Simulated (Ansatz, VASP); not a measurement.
One calculation of Zn2CdN2, two programs

```
Zn Cd N
1.0
     3.46847    0.00000    0.00000
    -1.73423    3.00378    0.00000
     0.00000    0.00000    6.11130
Zn Cd N
2 1 2
Direct
  0.66667 0.33333 0.14813
  0.33333 0.66667 0.85187
  0.00000 0.00000 0.50000
  0.66667 0.33333 0.76606
  0.33333 0.66667 0.23394
```

Alike in both runs: task single point; functional revPBE; k mesh 12 × 12 × 4; occupations fermi-dirac, width 0.1 eV; no spin polarisation.

|  | VASP | Ansatz |
| --- | --- | --- |
| version | VASP 6.6.1 | Ansatz 0.2.0 |
| potentials or method | VASP PAW PBE potentials, release 64 (Zn, Cd, N) | plane waves, PAW |
| plane-wave cutoff (eV) | 520 | 420 |
| valence electrons in the cell | 46 | 54 |

```tsv
	VASP	Ansatz	Ansatz less VASP
pressure (GPa)	2.7	1.9	-0.85
traceless stress, the component that is largest in VASP (GPa)	-0.15	0.01	+0.153
rms of the force components (eV/Å)	0.012	0.010	-0.0015
```

VASP's potentials were made for PBE, not for revPBE. Atom by atom the forces differ by 0.006 eV/Å (rms over components). VASP's potentials hold 46 valence electrons a cell and Ansatz's 54, so a difference there can come from the potentials and not from the codes. Ansatz's warnings: structure snapped to symmetry.
